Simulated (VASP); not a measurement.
A run of VASP 6.6.1 is set up as follows.

File INCAR:

```
SYSTEM = TaN
PREC     = Accurate       ! precision mode
ENCUT    = 520            ! plane-wave cutoff, eV
EDIFF    = 1E-6           ! SCF threshold, eV
ISMEAR   = 0              ! smearing method
SIGMA    = 0.15           ! smearing width, eV
LREAL    = .False.        ! projectors in reciprocal space
LASPH    = .True.         ! aspherical terms in the spheres
NELM     = 100            ! most SCF steps
ALGO     = Normal         ! electronic algorithm
ISIF     = 2              ! what is computed and relaxed
LWAVE    = .False.        ! write WAVECAR
LCHARG   = .False.        ! write CHGCAR
GGA      = PS             ! functional
NBANDS   = 24             ! bands
```

Contents of KPOINTS:

```
regular mesh
0
Gamma
  15 15 8
  0 0 0
```

The input POSCAR:

```
TaN
1.0
    2.8891806446      0.0000000000      0.0000000000
   -1.4445903223      2.5021038344      0.0000000000
    0.0000000000      0.0000000000      5.8600190937
Ta N
2 2
Direct
   -0.0422295047     -0.0189040916      0.0000000000
    0.0422295047      0.0189040916      0.5000000000
    0.3333333333      0.6666666667      0.2500000000
    0.6666666667      0.3333333333      0.7500000000
```

Potentials or basis: VASP PAW PBE potentials, release 64 (Ta_pv, N).

Launch:

```console
$ cat potpaw_PBE.64/Ta_pv/POTCAR potpaw_PBE.64/N/POTCAR > POTCAR
$ mpirun -np 1 vasp_std > vasp.out
```

(1) Predict the band gap on the k mesh.

(2) Predict the largest force.

(3) What does it give for the pressure?

Answers

(1) zero (band 16 reaches 8.77 eV, above the bottom of band 17 at 7.82 eV).

(2) 1.532 eV/Å.

(3) 2.9 GPa.

Caveat: the cell differs from its parent crystal (mode 4 frozen in at -0.095 Å and mode 5 at -0.047 Å (largest displacements)); the PAW data sets were made with another functional, which shifts forces and pressure a little; spin-orbit coupling is left out, which moves the levels of the heavy elements.
